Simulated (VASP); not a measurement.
Wanted: the native input for a VASP 6.6.1 run.

| Item | Value |
| --- | --- |
| Task | single point |
| Functional | PBEsol |
| Potentials or basis | VASP PAW PBE potentials, release 64 (K_sv) |
| Cutoff | 520 eV |
| k mesh | 6 × 6 × 2 |
| Occupations | fermi-dirac, width 0.0645 eV |
| Spin | no spin polarisation |
| Dipole correction | no |
| Further INCAR settings | ALGO = Normal; EDIFF = 1e-06; NBANDS = 26 |

The structure of K lies in POSCAR:

```
K
1.0
    1.8847660000      3.2645090000      0.0000000000
   -1.8847660000      3.2645090000      0.0000000000
    0.0000000000      0.0000000000     12.2070360000
K
4
Direct
    0.0000000000      0.0000000000      0.0000000000
    0.0000000000      0.0000000000      0.5000000000
    0.3333300000      0.3333400000      0.7500000000
    0.6666600000      0.6666700000      0.2500000000
```

One way to write it, as run:

INCAR

```
SYSTEM = K
PREC = Accurate
ENCUT = 520
EDIFF = 1E-6
ISMEAR = -1
SIGMA = 0.0645
LREAL = .FALSE.
LASPH = .TRUE.
NELM = 100
ALGO = Normal
ISIF = 2
LWAVE = .FALSE.
LCHARG = .FALSE.
GGA = PS
NBANDS = 26
```

KPOINTS

```
Automatic mesh
0
G
  6 6 2
  0 0 0
```

Potentials or basis: VASP PAW PBE potentials, release 64 (K_sv).

The run is started by

```sh
$ cat potpaw_PBE.64/K_sv/POTCAR > POTCAR
$ mpirun -np 1 vasp_std > vasp.out
```

Results of the run:

* Pressure: 7.7 GPa
* Band gap on the k mesh: zero (band 18 reaches 2.89 eV, above the bottom of band 19 at -0.01 eV)

Caveat: the PAW data sets were made with another functional, which shifts forces and pressure a little.

Run time: 2.4 min on 1 thread of AMD EPYC 7R13 (shared host), peak memory 0.25 GiB.
